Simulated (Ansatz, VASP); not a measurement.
**Ta: VASP beside Ansatz**

Contents of POSCAR:

```
Ta
1.0
   -1.5893570000      1.5893570000      1.6512800000
    1.5893570000     -1.5893570000      1.6512800000
    1.7132030000      1.7132030000     -1.6512800000
Ta
1
Direct
    0.0000000000      0.0000000000      0.0000000000
```

INCAR.step1

```
SYSTEM = Ta
ALGO = Normal
EDIFF = 1E-4
ENCUT = 520
GGA = PE
ISMEAR = 0
LASPH = .True.
LCHARG = .False.
LREAL = .False.
LWAVE = .True.
NBANDS = 12
NELM = 100
PREC = Accurate
SIGMA = 0.15
```

File INCAR.step2:

```
SYSTEM = Ta
ALGO = Normal
EDIFF = 1E-7
ENCUT = 520
ISIF = 2
ISMEAR = 0
ISTART = 1
LASPH = .True.
LCHARG = .False.
LMIXTAU = .True.
LREAL = .False.
LWAVE = .False.
METAGGA = R2SCAN
NBANDS = 12
NELM = 100
PREC = Accurate
SIGMA = 0.15
```

KPOINTS

```
k-points
0
Gamma
  20 20 20
  0 0 0
```

Input for Ansatz:

```yaml
crystal:
  lattice:
    - [-1.589357, 1.589357, 1.65128]
    - [1.589357, -1.589357, 1.65128]
    - [1.713203, 1.713203, -1.65128]
  atoms:
    - { symbol: Ta, position: [0.0, 0.0, 0.0] }
basis:
  ecutwfc: 500
kpoints:
  mp_grid: { grid: [20, 20, 20] }
hamiltonian:
  xc: r2scan
scf:
  occupations: { method: gaussian, width: 0.15 }
output:
  forces: true
  stress: true
  eigenvalues: true
```

Change from the starting cell: strain +0.0750 x Voigt [0, 0, 0, 0, 0, 1], atoms carried along.

Alike in both runs: task single point; functional r2SCAN; k mesh 20 × 20 × 20; occupations gaussian, width 0.15 eV; no spin polarisation.

```csv
,VASP,Ansatz
version,VASP 6.6.1,Ansatz 0.2.0
potentials or method,"VASP PAW PBE potentials, release 64 (Ta_pv), cutoff 520 eV","scalar-relativistic, plane waves, PAW"
valence electrons in the cell,11,13
```

|  | VASP | Ansatz | Ansatz less VASP |
| --- | --- | --- | --- |
| gap on the k mesh at the Fermi level (eV) | none | none | - |
| pressure (GPa) | 1.8 | 1.2 | -0.67 |
| traceless stress, the component that is largest in VASP (GPa) | -5.22 | -5.19 | +0.024 |

VASP's potentials were made for PBE, not for r2SCAN. A gap of «none» marks a metal or a gap that the smearing closes. VASP's potentials hold 11 valence electrons a cell and Ansatz's 13, so a difference there can come from the potentials and not from the codes.

Neither program's run includes spin-orbit coupling.
